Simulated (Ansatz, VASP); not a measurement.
## One calculation of Pt, two programs

File INCAR:

```
PREC     = Accurate       # precision mode
ENCUT    = 520            # plane-wave cutoff, eV
EDIFF    = 1E-6           # SCF threshold, eV
ISMEAR   = 0              # smearing method
SIGMA    = 0.15           # smearing width, eV
LREAL    = F              # projectors in reciprocal space
LASPH    = T              # aspherical terms in the spheres
NELM     = 60             # most SCF steps
ALGO     = Fast           # electronic algorithm
ISIF     = 2              # what is computed and relaxed
LWAVE    = F              # write WAVECAR
LCHARG   = F              # write CHGCAR
GGA      = PS             # functional
NBANDS   = 17             # bands
```

File KPOINTS:

```
Automatic mesh
0
Gamma
  30 30 14
```

The input POSCAR:

```
Pt
1.0
    2.6399516748      0.0000000000      0.0000000000
   -1.3199758374      2.2862652152      0.0000000000
    0.0000000000      0.0000000000      5.0155826124
Pt
2
Direct
    0.6666666667      0.3333333333      0.7500000000
    0.3333333333      0.6666666667      0.2500000000
```

Input for Ansatz:

```yaml
crystal:
  lattice:
    - [2.6399516748, 0.0, 0.0]
    - [-1.3199758374, 2.2862652152, 0.0]
    - [0.0, 0.0, 5.0155826124]
  atoms:
    - { symbol: Pt, position: [0.6666666667, 0.3333333333, 0.75] }
    - { symbol: Pt, position: [0.3333333333, 0.6666666667, 0.25] }
basis:
  ecutwfc: 420
kpoints:
  mp_grid: { grid: [30, 30, 14] }
hamiltonian:
  xc: pbesol
scf:
  occupations: { method: gaussian, width: 0.15 }
output:
  forces: true
  stress: true
  eigenvalues: true
  write_density: true
  write_potential: true
  elf: true
  volumetric_format: npy
```

Alike in both runs: task single point; functional PBEsol; k mesh 30 × 30 × 14; occupations gaussian, width 0.15 eV; no spin polarisation.

|  | VASP | Ansatz |
| --- | --- | --- |
| version | VASP 6.6.1 | Ansatz 0.2.0 |
| potentials or method | VASP PAW PBE potentials, release 64 (Pt), cutoff 520 eV | scalar-relativistic, plane waves, PAW |
| valence electrons in the cell | 20 | 36 |

|  | VASP | Ansatz | Ansatz less VASP |
| --- | --- | --- | --- |
| gap on the k mesh at the Fermi level (eV) | none | none | - |
| pressure (GPa) | 5.8 | 6.2 | +0.40 |
| traceless stress, the component that is largest in VASP (GPa) | -17.76 | -17.69 | +0.066 |

VASP's potentials were made for PBE, not for PBEsol. A gap of «none» marks a metal or a gap that the smearing closes. VASP's potentials hold 20 valence electrons a cell and Ansatz's 36, so a difference there can come from the potentials and not from the codes.

Neither program's run includes spin-orbit coupling.
